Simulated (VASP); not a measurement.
Write the native input for VASP 6.6.1 that does the following.

```yaml
Task: single point
Functional: PBEsol
Potentials_or_basis: VASP PAW PBE potentials, release 64 (Sr_sv, Cl)
Cutoff: 520 eV
k_mesh: 6 × 6 × 6
Occupations: gaussian, width 0.05 eV
Spin: no spin polarisation
Dipole_correction: no
Further_INCAR_settings: ALGO = Normal; EDIFF = 1e-06; NBANDS = 19
```

The structure of SrCl2 lies in POSCAR:

```
SrCl2
1.0
    0.0653531250      3.4855000000      3.4855000000
    3.5508531250      0.0000000000      3.5508531250
    3.4855000000      3.4855000000      0.0653531250
Sr Cl
1 2
Direct
    0.0000000000      0.0000000000      0.0000000000
    0.2500000000      0.2500000000      0.2500000000
    0.7500000000      0.7500000000      0.7500000000
```

This cell differs from its parent crystal: strain +0.0375 x Voigt [0, 0, 0, 0, 1, 0].

These files were run (other wordings do the same):

INCAR

```
SYSTEM = SrCl2
PREC     = Accurate       ! precision mode
ENCUT    = 520            ! plane-wave cutoff, eV
EDIFF    = 1E-6           ! SCF threshold, eV
ISMEAR   = 0              ! smearing method
SIGMA    = 0.05           ! smearing width, eV
LREAL    = .False.        ! projectors in reciprocal space
LASPH    = .True.         ! aspherical terms in the spheres
NELM     = 60             ! most SCF steps
ALGO     = Normal         ! electronic algorithm
ISIF     = 2              ! what is computed and relaxed
LWAVE    = .False.        ! write WAVECAR
LCHARG   = .False.        ! write CHGCAR
GGA      = PS             ! functional
NBANDS   = 19             ! bands
```

KPOINTS

```
regular mesh
0
Gamma
  6 6 6
  0 0 0
```

Potentials or basis: VASP PAW PBE potentials, release 64 (Sr_sv, Cl).

Run with:

```bash
$ cat potpaw_PBE.64/Sr_sv/POTCAR potpaw_PBE.64/Cl/POTCAR > POTCAR
$ mpirun -np 1 vasp_std > vasp.out
```

It gave:

```json
{"Pressure": "-0.8 GPa", "Largest force": "0.083 eV/Å", "Band gap on the k mesh": "5.14 eV, indirect (least direct gap 5.36 eV)"}
```

Caveat: the cell differs from its parent crystal (strain +0.0375 x Voigt [0, 0, 0, 0, 1, 0]); the PAW data sets were made with another functional, which shifts forces and pressure a little.

It took 70 s on 1 thread of Intel Xeon 6975P-C (shared host), peak memory 0.27 GiB.
